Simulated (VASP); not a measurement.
Input of a VASP 6.6.1 run:

The input INCAR:

```
PREC = Accurate
ENCUT = 500
EDIFF = 1E-6
ISMEAR = 0
SIGMA = 0.05
LREAL = F
LASPH = T
NELM = 120
ALGO = Normal
ISIF = 2
LWAVE = F
LCHARG = T
LELF = T
LVHAR = T
NBANDS = 20
GGA_COMPAT = F
```

Contents of KPOINTS:

```
Automatic mesh
0
Gamma
  9 9 2
```

Contents of POSCAR:

```
WSe2
1.0
    3.3772833224      0.0000000000      0.0000000000
   -1.6886416612      2.9248131530      0.0000000000
    0.0000000000      0.0000000000     16.6603124568
W Se
1 2
Direct
    0.0000000000      0.0000000000     -0.0030940386
    0.3333333333      0.6666666667      0.1035294014
    0.3333333333      0.6666666667      0.9036733446
```

Potentials or basis: VASP PAW LDA potentials, release 64 (W_sv, Se).

The run is started by

```bash
$ cat potpaw_LDA.64/W_sv/POTCAR potpaw_LDA.64/Se/POTCAR > POTCAR
$ mpirun -np 1 vasp_std > vasp.out
```

**Question.** Predict the band gap on the k mesh.

**Answer.** 1.29 eV, indirect (least direct gap 1.36 eV).

**Question.** What does it give for the largest force?

**Answer.** 2.827 eV/Å.

Forces on the atoms (eV/Å):
```
W    0.000  0.000  2.827
Se   0.000  0.000 -1.955
Se   0.000  0.000 -0.872
```

Caveat: spin-orbit coupling is left out, which moves the levels of the heavy elements.
